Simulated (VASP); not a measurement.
A run of VASP 6.6.1 is set up as follows.

Contents of INCAR:

```
  PREC = Accurate
  ENCUT = 600
  EDIFF = 1E-7
  ISMEAR = 0
  SIGMA = 0.1
  LREAL = F
  LASPH = T
  NELM = 200
  ALGO = Normal
  ISIF = 3
  LWAVE = F
  LCHARG = F
  GGA = PE
  IBRION = 2
  NSW = 100
  EDIFFG = -0.01
  GGA_COMPAT = F
  NELMIN = 4
  LMAXMIX = 6
```

KPOINTS

```
regular mesh
0
Gamma
  12 12 14
```

Contents of POSCAR:

```
CsHoCu
1.0
    5.5735846535      0.0000000033      0.0000000000
   -2.7867923296      4.8268658984      0.0000000000
    0.0000000000      0.0000000000      3.4488513482
Cs Ho Cu
1 1 1
Direct
    0.0000000000      0.0000000000      0.0000000000
    0.6666666667      0.3333333333      0.5000000000
    0.3333333333      0.6666666667      0.0000000000
```

Potentials or basis: VASP PAW PBE potentials, release 64 (Cs_sv, Ho_3, Cu), 4f in core.

Command:

```console
$ cat potpaw_PBE.64/Cs_sv/POTCAR potpaw_PBE.64/Ho_3/POTCAR potpaw_PBE.64/Cu/POTCAR > POTCAR
$ mpirun -np 1 vasp_std > vasp.out
```

Q: What does it give for the space group after relaxing (to 0.1 Å)?

A: P-6m2 (No. 187).

Q: Estimate the relaxed volume.

A: 31.38 Å³/atom.

Q: Predict the band gap on the k mesh.

A: Zero (an odd number of electrons rules out a gap without spin polarisation).

The path:
```tsv
step	energy change (eV)	largest force (eV/Å)	pressure (GPa)	volume (Å³)
1	0.0000	0.0000	0.29	92.78
2	-0.0009	0.0000	0.13	93.55
3	-0.0012	0.0000	0.02	94.13
```

Caveat: the highest band is partly filled, so the run has too few bands; spin-orbit coupling is left out, which moves the levels of the heavy elements; the 4f electrons are frozen in the core, so they carry no moment and show no levels. Spin polarisation is off, so any magnetic state and its effect on volume and gap are missing.
